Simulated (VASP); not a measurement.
# HgTe (F-43m) in VASP: relaxation of cell and atoms with PBE

Aim: the relaxation of cell and atoms of HgTe with PBE.

Everything below comes from runs of VASP 6.6.1. Logs are shortened: lines on timing, memory, paths and dates and some standing lists are left out, and cuts for length are marked.

### 1 The cell of the first run

It takes space group F-43m (No. 216, cubic). Conventional cell: a = 6.653 Å, b = 6.653 Å, c = 6.653 Å, α = 90.00°, β = 90.00°, γ = 90.00°. Hg (site symmetry -43m) has 4 Te at 2.88 Å within 3.8 Å. Te (site symmetry -43m) has 4 Hg at 2.88 Å within 3.8 Å.

### 2 Relaxation of cell and atoms, PBE, target pressure -1 GPa, at which the enthalpy is minimised

INCAR

```
SYSTEM = HgTe
PREC     = Accurate       ! precision mode
ENCUT    = 600            ! plane-wave cutoff, eV
EDIFF    = 1E-6           ! SCF threshold, eV
ISMEAR   = -1             ! smearing method
SIGMA    = 0.15           ! smearing width, eV
LREAL    = .False.        ! projectors in reciprocal space
LASPH    = .True.         ! aspherical terms in the spheres
NELM     = 80             ! most SCF steps
ALGO     = Normal         ! electronic algorithm
ISIF     = 3              ! what is computed and relaxed
LWAVE    = .False.        ! write WAVECAR
LCHARG   = .False.        ! write CHGCAR
GGA      = PE             ! functional
IBRION   = 2              ! ionic algorithm
NSW      = 80             ! ionic steps
EDIFFG   = -0.001         ! ionic threshold
PSTRESS  = -10.0
```

KPOINTS

```
Automatic mesh
0
Gamma
  12 12 12
  0 0 0
```

POSCAR

```
HgTe
1.0
    0.0000000000      3.3264647580      3.3264647580
    3.3264647580      0.0000000000      3.3264647580
    3.3264647580      3.3264647580      0.0000000000
Hg Te
1 1
Direct
    0.0000000000      0.0000000000      0.0000000000
    0.7500000000      0.7500000000      0.7500000000
```

Potentials or basis: VASP PAW PBE potentials, release 64 (Hg, Te).

Run with:

```sh
$ cat potpaw_PBE.64/Hg/POTCAR potpaw_PBE.64/Te/POTCAR > POTCAR
$ mpirun -np 1 vasp_std > vasp.out
```

OUTCAR:

```text
SYSTEM = HgTe
   PREC = Accurate
   ENCUT = 600
   EDIFF = 1E-6
   ISMEAR = -1
   LREAL = .False.
   LASPH = .True.
   NELM = 80
   ISIF = 3
   GGA = PE
   IBRION = 2
   NSW = 80
   EDIFFG = -0.001
   PSTRESS = -10.0

 ion  position               nearest neighbor table
   1  0.000  0.000  0.000-   2 2.88   2 2.88   2 2.88   2 2.88
   2  0.750  0.750  0.750-   1 2.88   1 2.88   1 2.88   1 2.88

  LATTYP: Found a face centered cubic cell.
 ALAT       =     6.6529295160

  Lattice vectors:

 A1 = (   0.0000000000,   3.3264647580,   3.3264647580)
 A2 = (   3.3264647580,   0.0000000000,   3.3264647580)
 A3 = (   3.3264647580,   3.3264647580,   0.0000000000)

Analysis of symmetry for initial positions (statically):
=====================================================================
 Subroutine PRICEL returns:
 Original cell was already a primitive cell.

 Routine SETGRP: Setting up the symmetry group for a
 face centered cubic supercell.

 Subroutine GETGRP returns: Found 24 space group operations
 (whereof 24 operations were pure point group operations)
 out of a pool of 48 trial point group operations.

The static configuration has the point symmetry T_d .

Analysis of symmetry for dynamics (positions and initial velocities):
=====================================================================
 Subroutine PRICEL returns:
 Original cell was already a primitive cell.

 Routine SETGRP: Setting up the symmetry group for a
 face centered cubic supercell.

 Subroutine GETGRP returns: Found 24 space group operations
 (whereof 24 operations were pure point group operations)
 out of a pool of 48 trial point group operations.

The dynamic configuration has the point symmetry T_d .

 Subroutine INISYM returns: Found 24 space group operations
 (whereof 24 operations are pure point group operations),
 and found     1 'primitive' translations

----------------------------------------------------------------------------------------

                                     Primitive cell

  volume of cell :      73.6171

  direct lattice vectors                    reciprocal lattice vectors
     0.000000000  3.326464758  3.326464758    -0.150309724  0.150309724  0.150309724
     3.326464758  0.000000000  3.326464758     0.150309724 -0.150309724  0.150309724
     3.326464758  3.326464758  0.000000000     0.150309724  0.150309724 -0.150309724

  length of vectors
     4.704331576  4.704331576  4.704331576     0.260344079  0.260344079  0.260344079

  position of ions in fractional coordinates (direct lattice)
     0.000000000  0.000000000  0.000000000
     0.750000000  0.750000000  0.750000000

  ion indices of the primitive-cell ions
   primitive index   ion index
                 1           1
                 2           2

----------------------------------------------------------------------------------------

 KPOINTS: Automatic mesh

Automatic generation of k-mesh.
 Grid dimensions read from file:
 generate k-points for:   12   12   12

 Generating k-lattice:

  Cartesian coordinates                     Fractional coordinates (reciprocal lattice)
    -0.012525810  0.012525810  0.012525810     0.083333333  0.000000000  0.000000000
     0.012525810 -0.012525810  0.012525810     0.000000000  0.083333333  0.000000000
     0.012525810  0.012525810 -0.012525810     0.000000000  0.000000000  0.083333333

  Length of vectors
     0.021695340  0.021695340  0.021695340

  Shift w.r.t. Gamma in fractional coordinates (k-lattice)
     0.000000000  0.000000000  0.000000000

 Subroutine IBZKPT returns following result:
 ===========================================

 Found     72 irreducible k-points:

 Following reciprocal coordinates:
            Coordinates               Weight
  0.000000  0.000000  0.000000      1.000000
  0.083333  0.000000  0.000000      8.000000
  0.166667  0.000000  0.000000      8.000000
  0.250000  0.000000  0.000000      8.000000
  0.333333  0.000000  0.000000      8.000000
  0.416667  0.000000  0.000000      8.000000
[... 16 lines left out ...]
  0.500000  0.166667  0.000000     24.000000
 -0.416667  0.166667  0.000000     24.000000
 [... further k-points ...]
   k-points           NKPTS =     72   k-points in BZ     NKDIM =     72   number of bands    NBANDS=     13
   number of dos      NEDOS =    301   number of ions     NIONS =      2
   total plane-waves  NPLWV =  64000
   dimension x,y,z NGX =    40 NGY =   40 NGZ =   40
   dimension x,y,z NGXF=    80 NGYF=   80 NGZF=   80
   ions per type =               1   1
   NGX,Y,Z   is equivalent  to a cutoff of  14.14, 14.14, 14.14 a.u.
   NGXF,Y,Z  is equivalent  to a cutoff of  28.27, 28.27, 28.27 a.u.
 SYSTEM =  HgTe
   PREC   = accura    normal or accurate (medium, high low for compatibility)
   ISTART =      0    job   : 0-new  1-cont  2-samecut
   ICHARG =      2    charge: 1-file 2-atom 10-const
   ISPIN  =      1    spin polarized calculation?
   LNONCOLLINEAR =      F non collinear calculations
   LSORBIT =      F    spin-orbit coupling
   LASPH  =      T    aspherical Exc in radial PAW
   ENCUT  =  600.0 eV  44.10 Ry    6.64 a.u.   9.40  9.40  9.40*2*pi/ulx,y,z
   NELM   =     80;   NELMIN=  2; NELMDL= -5     # of ELM steps
   EDIFF  = 0.1E-05   stopping-criterion for ELM
   LREAL  =      F    real-space projection
   EDIFFG = -.1E-02   stopping-criterion for IOM
   NSW    =     80    number of steps for IOM
   IBRION =      2    ionic relax: 0-MD 1-quasi-New 2-CG
   NFREE  =      1    steps in history (QN), initial steepest desc. (CG)
   ISIF   =      3    stress and relaxation
   ISYM   =      2    0-nonsym 1-usesym 2-fastsym
   POTIM  = 0.5000    time-step for ionic-motion
   TEBEG  =    0.0;   TEEND  =   0.0 temperature during run
   PSTRESS=  -10.0 pullay stress
   NELECT =      18.0000    total number of electrons
   NUPDOWN=      -1.0000    fix difference up-down
   EMIN   =  10.00;   EMAX   =-10.00  energy-range for DOS
   EFERMI =   0.00;   METHOD = LEGACY
   ISMEAR =    -1;   SIGMA  =   0.15  broadening in eV -4-tet -1-fermi 0-gaus
   EFERMI_NEDOS =   21; number of points for ismear=-14 and -15
   IALGO  =     38    algorithm
   IMIX   =      4    mixing-type and parameters
     AMIX     =   0.40;   BMIX     =  1.00
     AMIX_MAG =   1.60;   BMIX_MAG =  1.00
  volume/ion in A,a.u.               =      36.81       248.40
  Fermi-wavevector in a.u.,A,eV,Ry     =   1.023700  1.934513 14.258387  1.047962
  Thomas-Fermi vector in A             =   2.157448
   LORBIT       =      0    0 simple, 1 ext, 2 COOP (PROOUT), +10 PAW based schemes
   GGA     = PE    functional components
   LHFCALC =     F    Hartree Fock is set to
   AEXX    =    0.0000 exact exchange contribution
   IVDW    =     0    specifies the selected vdW correction
   LEPSILON=     F    determine dielectric tensor
   LRPA    =     F    only Hartree local field effects (RPA)
 conjugate gradient relaxation of ions
 non-spin polarized calculation
  energy-cutoff  :      600.00
  volume of cell :       73.62
 maximum number of plane-waves:      2485
 NGX is ok and might be reduce to    40
   NGX = 19   NGY = 19   NGZ = 19

--------------------------------------- Ionic step        1  -------------------------------------------

 number of electron      18.0000002 magnetization

 Free energy of the ion-electron system (eV)
  ---------------------------------------------------
  ext. energy  EPLUGINS =         0.00000000
  ---------------------------------------------------
  free energy    TOTEN  =        -3.65471391 eV

  energy without entropy =       -3.64521951  energy(sigma->0) =       -3.64996671

------------------------ aborting loop because EDIFF is reached ----------------------------------------

  FORCE on cell =-STRESS in cart. coord.  units (eV):
  Direction    XX          YY          ZZ          XY          YZ          ZX
  --------------------------------------------------------------------------------------
  -------------------------------------------------------------------------------------
  Total        0.0275634      0.0275634      0.0275634      0.0000000      0.0000000      0.0000000
  in kB        0.5998806      0.5998806      0.5998806      0.0000000      0.0000000      0.0000000
  external PRESSURE =      10.5998806 kB  Pullay stress =     -10.0000000 kB
[... 61 lines left out ...]
  enthalpy is  TOTEN    =        -4.1221452033 eV   P V=       -0.4758668818

--------------------------------------- Ionic step        3  -------------------------------------------

 number of electron      18.0000000 magnetization

 Free energy of the ion-electron system (eV)
  ---------------------------------------------------
  ext. energy  EPLUGINS =         0.00000000
  ---------------------------------------------------
  free energy    TOTEN  =        -3.64699270 eV

  energy without entropy =       -3.63612456  energy(sigma->0) =       -3.64155863

 E-fermi :   2.1735     XC(G=0):  -8.2053

 val. band max:        1.9102903012   @ k =   0.0000   0.0000   0.0000
 cond. band min:       2.2324167330   @ k =   0.0833   0.0000   0.0000
 fundamental gap:      0.3221264318
 Fermi energy:         2.1735453337

 k-point     1 :       0.0000    0.0000    0.0000
  band No.  band energies     occupation
      1      -9.2971      2.00000
      2      -4.8145      2.00000
      3      -4.8145      2.00000
      4      -4.8145      2.00000
      5      -4.4180      2.00000
      6      -4.4180      2.00000
      7       0.9144      1.99955
      8       1.9103      1.70517
      9       1.9103      1.70517
     10       1.9103      1.70517
     11       6.3342      0.00000
     12       6.3342      0.00000
     13       6.3342      0.00000
[... 353 lines left out ...]
 k-point    24 :      -0.4167    0.1667    0.0000
  band No.  band energies     occupation
      1      -8.8207      2.00000
      2      -4.6999      2.00000
      3      -4.6868      2.00000
      4      -4.4267      2.00000
      5      -4.4091      2.00000
      6      -4.1614      2.00000
      7      -2.7657      2.00000
      8       0.1762      2.00000
      9       0.9476      1.99944
     10       3.5871      0.00016
     11       6.6359      0.00000
     12       7.5351      0.00000
     13       8.3386      0.00000

 [... further k-points ...]

------------------------ aborting loop because EDIFF is reached ----------------------------------------

  FORCE on cell =-STRESS in cart. coord.  units (eV):
  Direction    XX          YY          ZZ          XY          YZ          ZX
  --------------------------------------------------------------------------------------
  -------------------------------------------------------------------------------------
  Total       -0.4765267     -0.4765267     -0.4765267      0.0000000      0.0000000      0.0000000
  in kB      -10.0285865    -10.0285865    -10.0285865      0.0000000      0.0000000      0.0000000
  external PRESSURE =      -0.0285865 kB  Pullay stress =     -10.0000000 kB
[... 17 lines left out ...]
  FREE ENERGIE OF THE ION-ELECTRON SYSTEM (eV)
  ---------------------------------------------------
  free  energy   TOTEN  =        -3.6469927033 eV

  energy  without entropy=       -3.6361245594  energy(sigma->0) =       -3.64155863

  enthalpy is  TOTEN    =        -4.1221610937 eV   P V=       -0.4751683904

 reached required accuracy - stopping structural energy minimisation
```

Run time: 2.7 min. Hardware: 1 thread of Intel Xeon Platinum 8488C (Sapphire Rapids), shared host; peak memory 0.31 GiB.

Results:

- Free energy: -3.6470 eV
- Relaxed volume: 38.07 Å³/atom
- Relaxed cell: a = 4.757 Å, b = 4.757 Å, c = 4.757 Å, α = 60.00°, β = 60.00°, γ = 60.00°
- Space group after relaxing (to 0.1 Å): F-43m (No. 216)
- Energy change on relaxing (the run minimises the enthalpy): +3.9 meV/atom
- Ionic steps: 3
- Pressure after relaxing: -1.0 GPa
- Band gap on the k mesh: zero (filled and empty bands touch)

The path:
```csv
step,energy change (eV),largest force (eV/Å),pressure (GPa),volume (Å³)
1,0.0000,0.0000,0.06,73.62
2,0.0084,0.0000,-1.04,76.24
3,0.0077,0.0000,-1.00,76.13
```

Final structure:
```
Hg Te
1.0
     0.00000    3.36390    3.36390
     3.36390    0.00000    3.36390
     3.36390    3.36390    0.00000
Hg Te
1 1
Direct
  0.00000 0.00000 0.00000
  0.75000 0.75000 0.75000
```

Caveat: the cell is relaxed towards a set pressure, so the run minimises the enthalpy, not the energy; semilocal functionals underestimate gaps, and a narrow one can read as zero; spin-orbit coupling is left out, which moves the levels of the heavy elements. Zero-point motion and thermal expansion aren't in these numbers.

The gap in the log of VASP goes by the Fermi energy; the results here count the filled bands.